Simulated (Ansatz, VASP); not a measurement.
**HfC in VASP and in Ansatz**

```xyz
2
Lattice="0.0000 2.1506 2.3250 2.3250 0.0000 2.3250 2.3250 2.1506 0.0000" Properties=species:S:1:pos:R:3 pbc="T T T"
Hf    2.3250    2.1506    2.3250
C     0.0000    0.0000    0.0000
```

Change from the starting cell: strain -0.0750 x Voigt [0, 1, 0, 0, 0, 0], atoms carried along.

Alike in both runs: task single point; functional PBE; k mesh 18 × 18 × 18; occupations gaussian, width 0.15 eV; no spin polarisation.

|  | VASP | Ansatz |
| --- | --- | --- |
| version | VASP 6.6.1 | Ansatz 0.2.0 |
| potentials or method | VASP PAW PBE potentials, release 64 (Hf_pv, C), cutoff 520 eV | scalar-relativistic, plane waves, PAW |
| valence electrons in the cell | 14 | 30 |

VASP gave:

| Property | Result |
| --- | --- |
| gap on the k mesh at the Fermi level (eV) | none |
| pressure (GPa) | 24.5 |
| traceless stress, the component that is largest in VASP (GPa) | 32.07 |

Which values does Ansatz return?

gap on the k mesh at the Fermi level (eV): none; pressure (GPa): 24.7; traceless stress, the component that is largest in VASP (GPa): 31.49.

A gap of «none» marks a metal or a gap that the smearing closes. VASP's potentials hold 14 valence electrons a cell and Ansatz's 30, so a difference there can come from the potentials and not from the codes.

Spin-orbit coupling is off throughout.
